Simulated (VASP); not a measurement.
Set up this calculation in VASP 6.6.1, as the native input.

```
Task                   : single point
Functional             : PBE
Potentials or basis    : VASP PAW PBE potentials, release 64 (Ga_d, P)
Cutoff                 : 520 eV
k mesh                 : 4 × 4 × 4
Occupations            : gaussian, width 0.01 eV
Spin                   : no spin polarisation
Dipole correction      : no
Further INCAR settings : ALGO = Normal; EDIFF = 1e-06; NBANDS = 16
```

The structure of GaP lies in POSCAR:

```
GaP
1.0
    0.0000000000      2.6341089668      2.7254102088
    2.6341089668      0.0000000000      2.7254102088
    2.6341089668      2.6341089668      0.0000000000
Ga P
1 1
Direct
    0.0000000000      0.0000000000      0.0000000000
    0.2500000000      0.2500000000      0.2500000000
```

This cell differs from its parent crystal: biaxial xy strain -3.4%.

One way to write it, as run:

INCAR

```
PREC = Accurate
ENCUT = 520
EDIFF = 1E-6
ISMEAR = 0
SIGMA = 0.01
LREAL = False
LASPH = True
NELM = 60
ALGO = Normal
ISIF = 2
LWAVE = False
LCHARG = False
GGA = PE
NBANDS = 16
```

KPOINTS

```
regular mesh
0
Gamma
  4 4 4
```

Potentials or basis: VASP PAW PBE potentials, release 64 (Ga_d, P).

Launch:

```sh
$ cat potpaw_PBE.64/Ga_d/POTCAR potpaw_PBE.64/P/POTCAR > POTCAR
$ mpirun -np 1 vasp_std > vasp.out
```

It gave:

```json
{
  "Pressure": "9.8 GPa",
  "Band gap on the k mesh": "1.32 eV, indirect (least direct gap 2.31 eV)"
}
```

Caveat: the k points lie up to 0.51 Å⁻¹ apart; the cell differs from its parent crystal (biaxial xy strain -3.4%).

It took 6.7 s on 1 thread of Intel(R) Xeon(R) Platinum 8559C (Emerald Rapids), with other jobs on the host, peak memory 0.15 GiB.
